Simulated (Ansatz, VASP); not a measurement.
**One calculation of NiO2, two programs**

The input INCAR:

```
SYSTEM = NiO2
ALGO = Normal ; EDIFF = 1E-7
ENCUT = 520 ; GGA = PS
ISIF = 2 ; ISMEAR = 0
LASPH = .TRUE. ; LCHARG = .FALSE.
LREAL = .FALSE. ; LWAVE = .FALSE.
NBANDS = 18 ; NELM = 100
PREC = Accurate ; SIGMA = 0.05
```

File KPOINTS:

```
k-points
0
G
  12 12 6
  0 0 0
```

The input POSCAR:

```
NiO2
1.0
    2.7656549825      0.0000000000      0.0000000000
   -1.3828274913      2.3951274729      0.0000000000
    0.0000000000      0.0000000000      5.0387468126
Ni O
1 2
Direct
    0.0000000000      0.0000000000      0.5000000000
    0.6666666667      0.3333333333      0.7253664501
    0.3333333333      0.6666666667      0.2746335499
```

Input for Ansatz:

```yaml
crystal:
  lattice:
    - [2.7656549825, 0.0, 0.0]
    - [-1.3828274913, 2.3951274729, 0.0]
    - [0.0, 0.0, 5.0387468126]
  atoms:
    - { symbol: Ni, position: [0.0, 0.0, 0.5] }
    - { symbol: O, position: [0.6666666667, 0.3333333333, 0.7253664501] }
    - { symbol: O, position: [0.3333333333, 0.6666666667, 0.2746335499] }
basis:
  ecutwfc: 520.0
kpoints:
  mp_grid: { grid: [12, 12, 6] }
hamiltonian:
  xc: pbesol
scf:
  occupations: { method: gaussian, width: 0.05 }
output:
  forces: true
  stress: true
  eigenvalues: true
```

Alike in both runs: task single point; functional PBEsol; k mesh 12 × 12 × 6; occupations gaussian, width 0.05 eV; no spin polarisation.

|  | VASP | Ansatz |
| --- | --- | --- |
| version | VASP 6.6.1 | Ansatz 0.2.0 |
| potentials or method | VASP PAW PBE potentials, release 64 (Ni, O), cutoff 520 eV | scalar-relativistic, plane waves, PAW |
| valence electrons in the cell | 22 | 30 |

Ansatz gave:

| Item | Value |
| --- | --- |
| gap on the k mesh at the Fermi level (eV) | 0.86 |
| least direct gap on the mesh (eV) | 0.91 |
| pressure (GPa) | -19.9 |
| traceless stress, the component that is largest in VASP (GPa) | -12.90 |
| rms of the force components (eV/Å) | 1.421 |

**Question.** Which values does VASP return?

**Answer.** gap on the k mesh at the Fermi level (eV): 0.84; least direct gap on the mesh (eV): 0.89; pressure (GPa): -19.5; traceless stress, the component that is largest in VASP (GPa): -12.76; rms of the force components (eV/Å): 1.381.

VASP's potentials were made for PBE, not for PBEsol. Atom by atom the forces differ by 0.039 eV/Å (rms over components). VASP's potentials hold 22 valence electrons a cell and Ansatz's 30, so a difference there can come from the potentials and not from the codes.
